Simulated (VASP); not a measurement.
A run of VASP 6.6.1 is set up as follows.

POSCAR

```
ZrO2
1.0
    0.0000000000      2.4927661140      2.4927661140
    2.4927661140      0.0000000000      2.4927661140
    2.4927661140      2.4927661140      0.0000000000
Zr O
1 2
Direct
    0.0000000000      0.0000000000      0.0000000000
    0.2500000000      0.2500000000      0.2500000000
    0.7500000000      0.7500000000      0.7500000000
```

INCAR.step1

```
PREC = Accurate
ENCUT = 660
ISMEAR = 0
SIGMA = 0.01
LREAL = False
LASPH = True
NELM = 120
NBANDS = 19
GGA = PE
ALGO = Normal
EDIFF = 1E-5
LWAVE = True
LCHARG = False
GGA_COMPAT = False
```

The input INCAR.step2:

```
PREC = Accurate
ENCUT = 660
EDIFF = 1E-6
ISMEAR = 0
SIGMA = 0.01
LREAL = False
LASPH = True
NELM = 120
ALGO = Normal
ISIF = 2
LWAVE = False
LCHARG = False
METAGGA = R2SCAN
LMIXTAU = True
NBANDS = 19
ISTART = 1
GGA_COMPAT = False
```

Contents of KPOINTS:

```
regular mesh
0
Gamma
  8 8 8
```

Potentials or basis: VASP PAW PBE potentials, release 64 (Zr_sv, O).

Launch:

```sh
$ cat potpaw_PBE.64/Zr_sv/POTCAR potpaw_PBE.64/O/POTCAR > POTCAR
$ cp INCAR.step1 INCAR
$ mpirun -np 1 vasp_std > vasp.out
$ cp INCAR.step2 INCAR
$ mpirun -np 1 vasp_std > vasp.out
```

Question: Predict the pressure.

Answer: 18.2 GPa.

Question: Predict the band gap on the k mesh.

Answer: 4.06 eV (least direct gap 4.52 eV).

Caveat: the cell stands under pressure; the PAW data sets were made with another functional, which shifts forces and pressure a little. r2SCAN opens gaps a little over a GGA but as a rule still falls short of measured ones.
